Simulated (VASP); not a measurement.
Set up this calculation in VASP 6.6.1, as the native input.

```
Task                   : relaxation of cell and atoms
Functional             : PBE
Potentials or basis    : VASP PAW PBE potentials, release 64 (W_sv, Ge_d)
Cutoff                 : 600 eV
k mesh                 : 15 × 15 × 15
Occupations            : fermi-dirac, width 0.05 eV
Spin                   : no spin polarisation
Target pressure        : 340 GPa
Dipole correction      : no
Further INCAR settings : ALGO = Normal; EDIFF = 1e-06; IBRION = 2; EDIFFG = -0.005; NSW = 32; ISIF = 3
```

The structure of GeW (CsCl type) lies in POSCAR:

```
GeW
1.0
    2.6325545669      0.0000000000      0.0000000000
    0.0000000000      2.6325545669      0.0000000000
    0.0000000000      0.0000000000      2.6325545669
W Ge
1 1
Direct
    0.0000000000      0.0000000000      0.0000000000
    0.5000000000      0.5000000000      0.5000000000
```

These files were run (other wordings do the same):

INCAR

```
SYSTEM = GeW
ALGO = Normal
EDIFF = 1E-6
EDIFFG = -0.005
ENCUT = 600
GGA = PE
IBRION = 2
ISIF = 3
ISMEAR = -1
LASPH = .TRUE.
LCHARG = .FALSE.
LREAL = .FALSE.
LWAVE = .FALSE.
NELM = 60
NSW = 32
PREC = Accurate
PSTRESS = 3400.0
SIGMA = 0.05
```

KPOINTS

```
k-points
0
G
  15 15 15
  0 0 0
```

Potentials or basis: VASP PAW PBE potentials, release 64 (W_sv, Ge_d).

Run with:

```console
$ cat potpaw_PBE.64/W_sv/POTCAR potpaw_PBE.64/Ge_d/POTCAR > POTCAR
$ mpirun -np 1 vasp_std > vasp.out
```

Results of the run:

- Relaxed volume: 9.16 Å³/atom
- Relaxed cell: a = 2.637 Å, b = 2.637 Å, c = 2.637 Å, α = 90.00°, β = 90.00°, γ = 90.00°
- Space group after relaxing (to 0.1 Å): Pm-3m (No. 221)
- Energy change on relaxing (the run minimises the enthalpy): -88.1 meV/atom
- Ionic steps: 3
- Pressure after relaxing: 339.9 GPa
- Band gap on the k mesh: zero (bands 14 and 15 overlap by 7.56 eV)

Caveat: the cell is relaxed towards a set pressure, so the run minimises the enthalpy, not the energy; spin-orbit coupling is left out, which moves the levels of the heavy elements.

Wall time 99 s on 1 thread of AMD EPYC 7R13 Processor (Zen 3), with other jobs on the host, peak memory 0.16 GiB.
